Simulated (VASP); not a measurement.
Set up this calculation in VASP 6.6.1, as the native input.

```
Task                   : relaxation of cell and atoms
Functional             : PBEsol
Potentials or basis    : VASP PAW PBE potentials, release 64 (Mg)
Cutoff                 : 600 eV
k mesh                 : 15 × 15 × 4
Occupations            : gaussian, width 0.1 eV
Spin                   : no spin polarisation
Dipole correction      : no
Further INCAR settings : ALGO = Normal; EDIFF = 1e-06; IBRION = 2; EDIFFG = -0.005; NSW = 100; ISIF = 3
```

The structure of Mg lies in POSCAR:

```
Mg
1.0
    3.1768261656      0.0000000000      0.0000000000
   -1.5884130828      2.7512121628      0.0000000000
    0.0000000000      0.0000000000     10.3188620100
Mg
4
Direct
    0.0000000000      0.0000000000      0.0000000000
    0.3333333300      0.6666666700      0.2500000000
    0.0000000000      0.0000000000      0.5000000000
    0.6666666700      0.3333333300      0.7500000000
```

The input as run:

INCAR

```
  PREC = Accurate
  ENCUT = 600
  EDIFF = 1E-6
  ISMEAR = 0
  SIGMA = 0.1
  LREAL = False
  LASPH = True
  NELM = 80
  ALGO = Normal
  ISIF = 3
  LWAVE = False
  LCHARG = False
  GGA = PS
  IBRION = 2
  NSW = 100
  EDIFFG = -0.005
```

KPOINTS

```
regular mesh
0
Gamma
  15 15 4
```

Potentials or basis: VASP PAW PBE potentials, release 64 (Mg).

Command:

```bash
$ cat potpaw_PBE.64/Mg/POTCAR > POTCAR
$ mpirun -np 1 vasp_std > vasp.out
```

It gave:

```json
{
  "Energy gained by relaxing": "0.3 meV/atom",
  "Ionic steps": "3",
  "Pressure after relaxing": "0.0 GPa",
  "Band gap on the k mesh": "zero (bands 4 and 5 overlap by 2.10 eV)"
}
```

Caveat: the PAW data sets were made with another functional, which shifts forces and pressure a little.

Run time: 73 s on 1 thread of Intel(R) Xeon(R) Platinum 8488C (Sapphire Rapids), on a shared host, peak memory 0.28 GiB.
